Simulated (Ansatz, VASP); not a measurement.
Two plane-wave programs on Pd

INCAR

```
PREC = Accurate
ENCUT = 520
EDIFF = 1E-6
ISMEAR = -1
SIGMA = 0.1
LREAL = False
LASPH = True
NELM = 100
ALGO = Normal
ISIF = 2
LWAVE = False
LCHARG = False
GGA = RP
NBANDS = 17
```

The input KPOINTS:

```
Automatic mesh
0
Gamma
  10 10 10
```

File POSCAR:

```
Pd
1.0
    0.0000000000      2.8690691536      2.8690691536
    2.8690691536      0.0000000000      2.8690691536
    2.8690691536      2.8690691536      0.0000000000
Pd
2
Direct
    0.1250000000      0.1250000000      0.1250000000
    0.8750000000      0.8750000000      0.8750000000
```

Input for Ansatz:

```yaml
crystal:
  lattice:
    - [0.0, 2.8690691536, 2.8690691536]
    - [2.8690691536, 0.0, 2.8690691536]
    - [2.8690691536, 2.8690691536, 0.0]
  atoms:
    - { symbol: Pd, position: [0.125, 0.125, 0.125] }
    - { symbol: Pd, position: [0.875, 0.875, 0.875] }
hamiltonian:
  xc: rpbe
  pseudopotentials:
    kind: paw
    azcp:
      Pd: "pseudopotentials/Pd.paw.azcp"
basis:
  ecutwfc: 420
  fft_grid_basis: typed
kpoints:
  mp_grid: { grid: [10, 10, 10], shift: [0, 0, 0] }
magnetization:
  spin_polarized: false
scf:
  occupations: { method: fermi_dirac, width: 0.1 }
  lower_state_search: "off"
output:
  stress: true
```

Alike in both runs: task single point; functional RPBE; k mesh 10 × 10 × 10; occupations fermi-dirac, width 0.1 eV; no spin polarisation.

```csv
,VASP,Ansatz
version,VASP 6.6.1,Ansatz 0.2.0
potentials or method,"VASP PAW PBE potentials, release 64 (Pd), cutoff 520 eV","plane waves (420 eV) with PAW, scalar-relativistic"
valence electrons in the cell,20,36
```

|  | VASP | Ansatz | Ansatz less VASP |
| --- | --- | --- | --- |
| pressure (GPa) | 5.3 | 5.7 | +0.37 |

VASP's potentials were made for PBE, not for RPBE. VASP's potentials hold 20 valence electrons a cell and Ansatz's 36, so a difference there can come from the potentials and not from the codes.
